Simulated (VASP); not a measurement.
A run of VASP 6.6.1 is set up as follows.

Contents of INCAR:

```
SYSTEM = RbH2
PREC = Accurate ; ENCUT = 910
EDIFF = 1E-7 ; ISMEAR = 0
SIGMA = 0.1 ; LREAL = .False.
LASPH = .True. ; NELM = 120
ALGO = Normal ; ISIF = 3
LWAVE = .False. ; LCHARG = .False.
GGA = PE ; IBRION = 2
NSW = 90 ; EDIFFG = -0.04
GGA_COMPAT = .False. ; NELMIN = 4
```

KPOINTS

```
regular mesh
0
Gamma
  6 6 6
  0 0 0
```

Contents of POSCAR:

```
RbH2
1.0
    1.7389251992      1.0039689319      5.2519989411
   -1.7389251992      1.0039689319      5.2519989411
    0.0000000000     -2.0079378637      5.2519989411
Rb H
1 2
Direct
    0.0000000000      0.0000000000      0.0000000000
    0.7500000000      0.7500000000      0.7500000000
    0.2500000000      0.2500000000      0.2500000000
```

Potentials or basis: VASP PAW PBE potentials, release 64 (Rb_sv, H_h).

Run with:

```bash
$ cat potpaw_PBE.64/Rb_sv/POTCAR potpaw_PBE.64/H_h/POTCAR > POTCAR
$ mpirun -np 1 vasp_std > vasp.out
```

Estimate the relaxed cell.

a = 5.045 Å, b = 5.045 Å, c = 5.045 Å, α = 47.38°, β = 47.38°, γ = 47.38°.

Estimate the space group after relaxing (to 0.1 Å).

R-3m (No. 166).

Estimate the band gap on the k mesh.

zero (an odd number of electrons rules out a gap without spin polarisation).

What does it give for the relaxed volume?

21.20 Å³/atom.

Stress tensor (GPa, compression positive):
```
-0.11  0.00  0.00
 0.00 -0.11  0.00
 0.00  0.00  0.19
```

Caveat: the volume moved by over 15 % at a fixed basis, so the end points are rough.
